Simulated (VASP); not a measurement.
Wanted: the native input for a VASP 6.6.1 run.

* Task: relaxation of the atoms
* Functional: LDA
* Potentials or basis: VASP PAW LDA potentials, release 64 (Ga_d, N)
* Cutoff: 520 eV
* k mesh: 8 × 8 × 5
* Occupations: gaussian, width 0.05 eV
* Spin: no spin polarisation
* Dipole correction: no
* Further INCAR settings: ALGO = Normal; EDIFF = 1e-07; IBRION = 2; EDIFFG = -0.003; NSW = 80

The structure of GaN lies in POSCAR:

```
GaN
1.0
    3.1890000000      0.0000000000      0.0000000000
   -1.5945000000      2.7617550100      0.0000000000
    0.0000000000      0.0000000000      5.2161100000
Ga N
2 2
Direct
    0.3333333333      0.6666666667      0.0000000000
    0.6666666667      0.3333333333      0.5000000000
    0.3333333333      0.6666666667      0.3770000000
    0.6666666667      0.3333333333      0.8770000000
```

These files were run (other wordings do the same):

INCAR

```
SYSTEM = GaN
PREC = Accurate
ENCUT = 520
EDIFF = 1E-7
ISMEAR = 0
SIGMA = 0.05
LREAL = .False.
LASPH = .True.
NELM = 60
ALGO = Normal
ISIF = 2
LWAVE = .False.
LCHARG = .False.
IBRION = 2
NSW = 80
EDIFFG = -0.003
```

KPOINTS

```
Automatic mesh
0
Gamma
  8 8 5
  0 0 0
```

Potentials or basis: VASP PAW LDA potentials, release 64 (Ga_d, N).

Command:

```sh
$ cat potpaw_LDA.64/Ga_d/POTCAR potpaw_LDA.64/N/POTCAR > POTCAR
$ mpirun -np 1 vasp_std > vasp.out
```

Results of the run:

```json
{
 "Energy gained by relaxing": "0.1 meV/atom",
 "Ionic steps": "3",
 "Pressure after relaxing": "-6.2 GPa",
 "Band gap on the k mesh": "1.87 eV, direct"
}
```

Wall time 41 s on 1 thread of Intel(R) Xeon(R) Platinum 8488C (Sapphire Rapids), with other jobs on the host, peak memory 0.15 GiB.
